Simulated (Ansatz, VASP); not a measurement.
**Pb: VASP beside Ansatz**

```xyz
1
Lattice="-1.9982 1.9982 1.9982 1.9982 -1.9982 1.9982 1.9982 1.9982 -1.9982" Properties=species:S:1:pos:R:3 pbc="T T T"
Pb    0.0000    0.0000    0.0000
```

Alike in both runs: task relaxation of cell and atoms; functional PBE; k mesh 15 × 15 × 15; occupations fermi-dirac, width 0.05 eV; no spin polarisation.

```csv
,VASP,Ansatz
version,VASP 6.6.1,Ansatz 0.2.0
potentials or method,"VASP PAW PBE potentials, release 64 (Pb_d)","PAW with Ansatz's default frozen-core files, scalar-relativistic"
plane-wave cutoff (eV),600,420
valence electrons in the cell,14,14
```

VASP gave:

- relaxed volume (Å³/atom): 32.04
- relaxed cell length with the largest relative difference (Å): 3.465

Question: Which values does Ansatz return?

Answer: Relaxed volume (Å³/atom): 32.00; relaxed cell length with the largest relative difference (Å): 3.464.

Neither program's run includes spin-orbit coupling.
